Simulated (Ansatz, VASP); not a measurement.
## Na in VASP and in Ansatz

INCAR

```
SYSTEM = Na
  PREC = Accurate
  ENCUT = 520
  EDIFF = 1E-6
  ISMEAR = -1
  SIGMA = 0.05
  LREAL = .FALSE.
  LASPH = .TRUE.
  NELM = 60
  ALGO = Normal
  ISIF = 2
  LWAVE = .FALSE.
  LCHARG = .FALSE.
  GGA = PE
  NBANDS = 10
```

Contents of KPOINTS:

```
regular mesh
0
G
  12 12 12
  0 0 0
```

File POSCAR:

```
Na
1.0
   -2.0888816270      2.0888816270      2.0888816270
    2.0888816270     -2.0888816270      2.0888816270
    2.0888816270      2.0888816270     -2.0888816270
Na
1
Direct
    0.0000000000      0.0000000000      0.0000000000
```

Input for Ansatz:

```yaml
crystal:
  lattice:
    - [-2.088881627, 2.088881627, 2.088881627]
    - [2.088881627, -2.088881627, 2.088881627]
    - [2.088881627, 2.088881627, -2.088881627]
  atoms:
    - { symbol: Na, position: [0.0, 0.0, 0.0] }
kpoints:
  mp_grid: { grid: [12, 12, 12] }
  band_path:
    path:
      - [0.0, 0.0, 0.0]
      - [0.5, -0.5, 0.5]
      - [0.0, 0.0, 0.5]
      - [0.0, 0.0, 0.0]
      - [0.25, 0.25, 0.25]
      - [0.5, -0.5, 0.5]
      - [0.25, 0.25, 0.25]
      - [0.0, 0.0, 0.5]
    npoints: 5
scf:
  occupations: { method: fermi_dirac, width: 0.05 }
hamiltonian:
  xc: pbe
  pseudopotentials: { kind: all_electron, lapw: { basis_error: 0.00025 } }
output:
  forces: true
  stress: true
  eigenvalues: true
```

Change from the starting cell: volume scaled by 0.96.

Alike in both runs: task single point; functional PBE; k mesh 12 × 12 × 12; occupations fermi-dirac, width 0.05 eV; no spin polarisation.

|  | VASP | Ansatz |
| --- | --- | --- |
| version | VASP 6.6.1 | Ansatz 0.2.0 |
| potentials or method | VASP PAW PBE potentials, release 64 (Na_pv), cutoff 520 eV | all-electron LAPW, scalar-relativistic |

|  | VASP | Ansatz | Ansatz less VASP |
| --- | --- | --- | --- |
| pressure (GPa) | 0.1 | 0.1 | +0.04 |

Ansatz ran all-electron here, and VASP with PAW potentials.
